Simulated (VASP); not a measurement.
# ZnS (F-43m) in VASP: single point with HSE06

Aim: the single point of ZnS with HSE06.

All numbers are computed with VASP 6.6.1; they aren't measurements. Logs are shortened: lines on timing, memory, paths and dates and some standing lists are left out, and cuts for length are marked.

## Step 1: The cell of the first run

It takes space group F-43m (No. 216, cubic). The conventional cell has a = 5.387 Å, b = 5.387 Å, c = 5.387 Å, α = 90.00°, β = 90.00°, γ = 90.00°. Zn (site symmetry -43m) has 4 S at 2.33 Å within 3.1 Å. S (site symmetry -43m) has 4 Zn at 2.33 Å within 3.1 Å.

## Step 2: Single point, HSE06

The input, POSCAR:

```
ZnS
1.0
    0.0000000000      2.6936828800      2.6936828800
    2.6936828800      0.0000000000      2.6936828800
    2.6936828800      2.6936828800      0.0000000000
Zn S
1 1
Direct
    0.0000000000      0.0000000000      0.0000000000
    0.7500000000      0.7500000000      0.7500000000
```

The input, INCAR.step1:

```
SYSTEM = ZnS
ALGO = Normal ; EDIFF = 1E-5
ENCUT = 520 ; GGA = PE
ISIF = 2 ; ISMEAR = 0
LASPH = .True. ; LCHARG = .False.
LREAL = .False. ; LUSENCCL = .False.
LWAVE = .True. ; NBANDS = 16
NELM = 100 ; PREC = Accurate
SIGMA = 0.1
```

The input, INCAR.step2:

```
SYSTEM = ZnS
ALGO = Normal ; EDIFF = 1E-6
ENCUT = 520 ; GGA = PE
HFSCREEN = 0.2079 ; ISIF = 2
ISMEAR = 0 ; ISTART = 1
LASPH = .True. ; LCHARG = .False.
LHFCALC = .True. ; LREAL = .False.
LUSENCCL = .False. ; LWAVE = .False.
NBANDS = 16 ; NELM = 100
PREC = Accurate ; PRECFOCK = Normal
SIGMA = 0.1
```

The input, KPOINTS:

```
k-points
0
Gamma
  6 6 6
  0 0 0
```

Potentials or basis: VASP PAW PBE potentials, release 64 (Zn, S).

Command:

```sh
$ cat potpaw_PBE.64/Zn/POTCAR potpaw_PBE.64/S/POTCAR > POTCAR
$ cp INCAR.step1 INCAR
$ mpirun -np 1 vasp_std > vasp.out
$ cp INCAR.step2 INCAR
$ mpirun -np 1 vasp_std > vasp.out
```

OUTCAR:

```text
SYSTEM = ZnS
   EDIFF = 1E-6
   ENCUT = 520
   GGA = PE
   HFSCREEN = 0.2079
   ISIF = 2
   ISMEAR = 0
   ISTART = 1
   LASPH = .True.
   LHFCALC = .True.
   LREAL = .False.
   NELM = 100
   PREC = Accurate
   PRECFOCK = Normal

 ion  position               nearest neighbor table
   1  0.000  0.000  0.000-   2 2.33   2 2.33   2 2.33   2 2.33
   2  0.750  0.750  0.750-   1 2.33   1 2.33   1 2.33   1 2.33

  LATTYP: Found a face centered cubic cell.
 ALAT       =     5.3873657600

  Lattice vectors:

 A1 = (   0.0000000000,   2.6936828800,   2.6936828800)
 A2 = (   2.6936828800,   0.0000000000,   2.6936828800)
 A3 = (   2.6936828800,   2.6936828800,   0.0000000000)

Analysis of symmetry for initial positions (statically):
=====================================================================
 Subroutine PRICEL returns:
 Original cell was already a primitive cell.

 Routine SETGRP: Setting up the symmetry group for a
 face centered cubic supercell.

 Subroutine GETGRP returns: Found 24 space group operations
 (whereof 24 operations were pure point group operations)
 out of a pool of 48 trial point group operations.

The static configuration has the point symmetry T_d .

Analysis of symmetry for dynamics (positions and initial velocities):
=====================================================================
 Subroutine PRICEL returns:
 Original cell was already a primitive cell.

 Routine SETGRP: Setting up the symmetry group for a
 face centered cubic supercell.

 Subroutine GETGRP returns: Found 24 space group operations
 (whereof 24 operations were pure point group operations)
 out of a pool of 48 trial point group operations.

The dynamic configuration has the point symmetry T_d .

 Subroutine INISYM returns: Found 24 space group operations
 (whereof 24 operations are pure point group operations),
 and found     1 'primitive' translations

----------------------------------------------------------------------------------------

                                     Primitive cell

  volume of cell :      39.0903

  direct lattice vectors                    reciprocal lattice vectors
     0.000000000  2.693682880  2.693682880    -0.185619474  0.185619474  0.185619474
     2.693682880  0.000000000  2.693682880     0.185619474 -0.185619474  0.185619474
     2.693682880  2.693682880  0.000000000     0.185619474  0.185619474 -0.185619474

  length of vectors
     3.809442862  3.809442862  3.809442862     0.321502360  0.321502360  0.321502360

  position of ions in fractional coordinates (direct lattice)
     0.000000000  0.000000000  0.000000000
     0.750000000  0.750000000  0.750000000

  ion indices of the primitive-cell ions
   primitive index   ion index
                 1           1
                 2           2

----------------------------------------------------------------------------------------

 KPOINTS: k-points

Automatic generation of k-mesh.
 Grid dimensions read from file:
 generate k-points for:    6    6    6

 Generating k-lattice:

  Cartesian coordinates                     Fractional coordinates (reciprocal lattice)
    -0.030936579  0.030936579  0.030936579     0.166666667  0.000000000  0.000000000
     0.030936579 -0.030936579  0.030936579     0.000000000  0.166666667  0.000000000
     0.030936579  0.030936579 -0.030936579     0.000000000  0.000000000  0.166666667

  Length of vectors
     0.053583727  0.053583727  0.053583727

  Shift w.r.t. Gamma in fractional coordinates (k-lattice)
     0.000000000  0.000000000  0.000000000

 Subroutine IBZKPT returns following result:
 ===========================================

 Found     16 irreducible k-points:

 Following reciprocal coordinates:
            Coordinates               Weight
  0.000000  0.000000  0.000000      1.000000
  0.166667  0.000000  0.000000      8.000000
  0.333333  0.000000  0.000000      8.000000
  0.500000  0.000000  0.000000      4.000000
  0.166667  0.166667  0.000000      6.000000
  0.333333  0.166667  0.000000     24.000000
[... 8 lines left out ...]
 -0.333333  0.333333  0.166667     24.000000
 -0.333333  0.500000  0.166667     12.000000
   k-points           NKPTS =     16   k-points in BZ     NKDIM =    216   number of bands    NBANDS=     16
   number of dos      NEDOS =    301   number of ions     NIONS =      2
   total plane-waves  NPLWV =  21952
   dimension x,y,z NGX =    28 NGY =   28 NGZ =   28
   dimension x,y,z NGXF=    56 NGYF=   56 NGZF=   56
   ions per type =               1   1
   NGX,Y,Z   is equivalent  to a cutoff of  12.22, 12.22, 12.22 a.u.
   NGXF,Y,Z  is equivalent  to a cutoff of  24.44, 24.44, 24.44 a.u.
 SYSTEM =  ZnS
   PREC   = accura    normal or accurate (medium, high low for compatibility)
   ISTART =      1    job   : 0-new  1-cont  2-samecut
   ICHARG =      0    charge: 1-file 2-atom 10-const
   ISPIN  =      1    spin polarized calculation?
   LNONCOLLINEAR =      F non collinear calculations
   LSORBIT =      F    spin-orbit coupling
   LASPH  =      T    aspherical Exc in radial PAW
   ENCUT  =  520.0 eV  38.22 Ry    6.18 a.u.   7.08  7.08  7.08*2*pi/ulx,y,z
   NELM   =    100;   NELMIN=  2; NELMDL=  0     # of ELM steps
   EDIFF  = 0.1E-05   stopping-criterion for ELM
   LREAL  =      F    real-space projection
   EDIFFG = 0.1E-04   stopping-criterion for IOM
   NSW    =      0    number of steps for IOM
   IBRION =     -1    ionic relax: 0-MD 1-quasi-New 2-CG
   NFREE  =      0    steps in history (QN), initial steepest desc. (CG)
   ISIF   =      2    stress and relaxation
   ISYM   =      3    0-nonsym 1-usesym 2-fastsym
   POTIM  = 0.5000    time-step for ionic-motion
   TEBEG  =    0.0;   TEEND  =   0.0 temperature during run
   PSTRESS=    0.0 pullay stress
   NELECT =      18.0000    total number of electrons
   NUPDOWN=      -1.0000    fix difference up-down
   EMIN   =  10.00;   EMAX   =-10.00  energy-range for DOS
   EFERMI =   0.00;   METHOD = LEGACY
   ISMEAR =     0;   SIGMA  =   0.10  broadening in eV -4-tet -1-fermi 0-gaus
   EFERMI_NEDOS =   21; number of points for ismear=-14 and -15
   IALGO  =     38    algorithm
   IMIX   =      1    mixing-type and parameters
     AMIX     =   0.40;   BMIX     =  1.00
     AMIX_MAG =   1.60;   BMIX_MAG =  1.00
  volume/ion in A,a.u.               =      19.55       131.90
  Fermi-wavevector in a.u.,A,eV,Ry     =   1.264181  2.388955 21.744194  1.598153
  Thomas-Fermi vector in A             =   2.397499
   LORBIT       =      0    0 simple, 1 ext, 2 COOP (PROOUT), +10 PAW based schemes
   GGA     = PE    functional components
   LHFCALC =     T    Hartree Fock is set to
   PRECFOCK=normal    Normal, Fast or Accurate (Low or Medium for compatibility)
   ENCUT4O =  -1.0   cutoff for four orbital integrals eV
   NKREDX  =     1    reduce k-point grid by
   NKREDY  =     1    reduce k-point grid by
   NKREDZ  =     1    reduce k-point grid by
   AEXX    =    0.2500 exact exchange contribution
   HFSCREEN=    0.2079 screening length (either q_TF or 0.3 A-1)
   HFSCREENC=   0.2079 screening length for correlation (either q_TF or 0.3 A-1)
   ENCUTFOCK=  -1.0 apply spherical cutoff to Coloumb kernel
   IVDW    =     0    specifies the selected vdW correction
   LEPSILON=     F    determine dielectric tensor
   LRPA    =     F    only Hartree local field effects (RPA)
 non-spin polarized calculation
 Gauss-broadening in eV      SIGMA  =   0.10
  energy-cutoff  :      520.00
  volume of cell :       39.09
 maximum number of plane-waves:      1067
  NGX = 24; NGY = 24; NGZ = 24

 number of electron      18.0000006 magnetization

 Free energy of the ion-electron system (eV)
  ---------------------------------------------------
  ext. energy  EPLUGINS =         0.00000000
  ---------------------------------------------------
  free energy    TOTEN  =        -8.36920357 eV

  energy without entropy =       -8.36920357  energy(sigma->0) =       -8.36920357

 E-fermi :   1.9671     XC(G=0):  -8.0061

 val. band max:        1.4683798117   @ k =   0.0000   0.0000   0.0000
 cond. band min:       4.8380347898   @ k =   0.0000   0.0000   0.0000
 fundamental gap:      3.3696549782
 Fermi energy:         1.9671279233

 k-point     1 :       0.0000    0.0000    0.0000
  band No.  band energies     occupation
      1     -12.9220      2.00000
      2      -6.4118      2.00000
      3      -6.4118      2.00000
      4      -6.4118      2.00000
      5      -5.9568      2.00000
      6      -5.9568      2.00000
[... 8 lines left out ...]
     15      14.6748      0.00000
     16      14.9106      0.00000

 k-point     2 :       0.1667    0.0000    0.0000
  band No.  band energies     occupation
      1     -12.7003      2.00000
      2      -6.3780      2.00000
      3      -6.3780      2.00000
      4      -6.3735      2.00000
      5      -5.9587      2.00000
      6      -5.9587      2.00000
[... 8 lines left out ...]
     15      13.7984      0.00000
     16      15.5954      0.00000

 k-point     3 :       0.3333    0.0000    0.0000
  band No.  band energies     occupation
      1     -12.2016      2.00000
      2      -6.3219      2.00000
      3      -6.3219      2.00000
      4      -6.1359      2.00000
      5      -5.9471      2.00000
      6      -5.9471      2.00000
[... 8 lines left out ...]
     15      14.4958      0.00000
     16      14.6984      0.00000

 k-point     4 :       0.5000    0.0000    0.0000
  band No.  band energies     occupation
      1     -11.9164      2.00000
      2      -6.3018      2.00000
      3      -6.3018      2.00000
      4      -5.9311      2.00000
      5      -5.9311      2.00000
      6      -5.7165      2.00000
[... 8 lines left out ...]
     15      16.5007      0.00000
     16      16.5007      0.00000
[... 172 lines left out ...]
 k-point    14 :       0.5000    0.3333    0.1667
  band No.  band energies     occupation
      1     -11.8590      2.00000
      2      -6.2685      2.00000
      3      -6.2382      2.00000
      4      -6.0937      2.00000
      5      -5.9315      2.00000
      6      -5.8273      2.00000
[... 8 lines left out ...]
     15      17.1080      0.00000
     16      17.7786      0.00000

 k-point    15 :      -0.3333    0.3333    0.1667
  band No.  band energies     occupation
      1     -11.6671      2.00000
      2      -6.2564      2.00000
      3      -6.2016      2.00000
      4      -6.0062      2.00000
      5      -5.9546      2.00000
      6      -5.5770      2.00000
[... 8 lines left out ...]
     15      16.8191      0.00000
     16      17.6256      0.00000

 k-point    16 :      -0.3333    0.5000    0.1667
  band No.  band energies     occupation
      1     -11.5790      2.00000
      2      -6.2558      2.00000
      3      -6.1519      2.00000
      4      -6.0483      2.00000
      5      -5.9316      2.00000
      6      -5.5452      2.00000
[... 8 lines left out ...]
     15      17.1050      0.00000
     16      17.9249      0.00000

------------------------ aborting loop because EDIFF is reached ----------------------------------------

  FORCE on cell =-STRESS in cart. coord.  units (eV):
  Direction    XX          YY          ZZ          XY          YZ          ZX
  --------------------------------------------------------------------------------------
  -------------------------------------------------------------------------------------
  Total        0.4057539      0.4057539      0.4057539      0.0000000      0.0000000     -0.0000000
  in kB       16.6304474     16.6304474     16.6304474      0.0000000      0.0000000     -0.0000000
  external PRESSURE =      16.6304474 kB  Pullay stress =       0.0000000 kB

 VOLUME and BASIS-vectors are now :
 -----------------------------------------------------------------------------
  energy-cutoff  :      520.00
  volume of cell :       39.09
      direct lattice vectors                 reciprocal lattice vectors
     0.000000000  2.693682880  2.693682880    -0.185619474  0.185619474  0.185619474
     2.693682880  0.000000000  2.693682880     0.185619474 -0.185619474  0.185619474
     2.693682880  2.693682880  0.000000000     0.185619474  0.185619474 -0.185619474

 POSITION                                       TOTAL-FORCE (eV/Angst)
 -----------------------------------------------------------------------------------
      0.00000      0.00000      0.00000        -0.000000      0.000000     -0.000000
      4.04052      4.04052      4.04052         0.000000     -0.000000      0.000000
 -----------------------------------------------------------------------------------
    total drift:                               -0.000100     -0.000067     -0.000054

  FREE ENERGIE OF THE ION-ELECTRON SYSTEM (eV)
  ---------------------------------------------------
  free  energy   TOTEN  =        -8.3692035708 eV

  energy  without entropy=       -8.3692035708  energy(sigma->0) =       -8.36920357
```

It took 33 min on 1 × NVIDIA H100 80GB with 1 thread of AMD EPYC 7R13 (Zen 3), shared host; peak memory 1.2 GiB.

What came out:

```
Free energy            : -8.3692 eV
Pressure               : 1.7 GPa
Band gap on the k mesh : 3.37 eV, direct
```

Levels at points of the mesh, in eV from the valence-band top:
| k point | band 6 | band 7 | band 8 | band 9 | band 10 | band 11 | band 12 | band 13 |
| --- | --- | --- | --- | --- | --- | --- | --- | --- |
| (0.00, 0.00, 0.00) | -7.43 | 0.00 | 0.00 | 0.00 | 3.37 | 7.68 | 7.68 | 7.68 |
| (0.50, 0.00, 0.00) | -7.18 | -5.66 | -0.93 | -0.93 | 4.56 | 8.18 | 8.18 | 10.25 |
| (0.50, 0.50, 0.00) | -7.15 | -5.03 | -2.38 | -2.38 | 4.35 | 5.25 | 12.62 | 13.77 |

Caveat: the PAW data sets were made with another functional, which shifts forces and pressure a little.
